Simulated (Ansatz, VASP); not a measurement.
## PbS: VASP beside Ansatz

```
Pb S
1.0
     0.00000    3.02722    3.02722
     3.02722    0.00000    3.02722
     3.02722    3.02722    0.00000
Pb S
1 1
Direct
  0.00000 0.00000 0.00000
  0.50000 0.50000 0.50000
```

Alike in both runs: task relaxation of the atoms; functional r2SCAN; k mesh 8 × 8 × 8; occupations fermi-dirac, width 0.02 eV; no spin polarisation.

```csv
,VASP,Ansatz
version,VASP 6.6.1,Ansatz 0.2.0
potentials or method,"VASP PAW PBE potentials, release 64 (Pb_d, S), cutoff 520 eV",PAW plane waves
valence electrons in the cell,20,20
```

|  | VASP | Ansatz | Ansatz less VASP |
| --- | --- | --- | --- |
| gap on the k mesh at the Fermi level, each at its own relaxed structure (eV) | 0.84 | 0.84 | 0.000 |

VASP's potentials were made for PBE, not for r2SCAN. Ansatz's warnings: stress scf threshold loose.

Neither program's run includes spin-orbit coupling. Noted on VASP's run: the relaxation stopped at its first step, so nothing moved.
